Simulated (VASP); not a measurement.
Input of a VASP 6.6.1 run:

The input INCAR:

```
  PREC = Accurate
  ENCUT = 500
  EDIFF = 1E-6
  ISMEAR = -1
  SIGMA = 0.1
  LREAL = False
  LASPH = True
  NELM = 120
  ALGO = Normal
  ISIF = 2
  LWAVE = False
  LCHARG = False
  GGA = RE
  NBANDS = 8
  GGA_COMPAT = False
```

The input KPOINTS:

```
Automatic mesh
0
Gamma
  11 11 11
```

File POSCAR:

```
Sb
1.0
    3.1638941620      0.0000000000      0.0000000000
    0.0000000000      3.1638941620      0.0000000000
    0.0000000000      0.0000000000      3.1638941620
Sb
1
Direct
    0.0000000000      0.0000000000      0.0000000000
```

Potentials or basis: VASP PAW PBE potentials, release 64 (Sb).

Run with:

```bash
$ cat potpaw_PBE.64/Sb/POTCAR > POTCAR
$ mpirun -np 1 vasp_std > vasp.out
```

**Question.** Predict the pressure.

**Answer.** -1.4 GPa.

Caveat: the PAW data sets were made with another functional, which shifts forces and pressure a little.
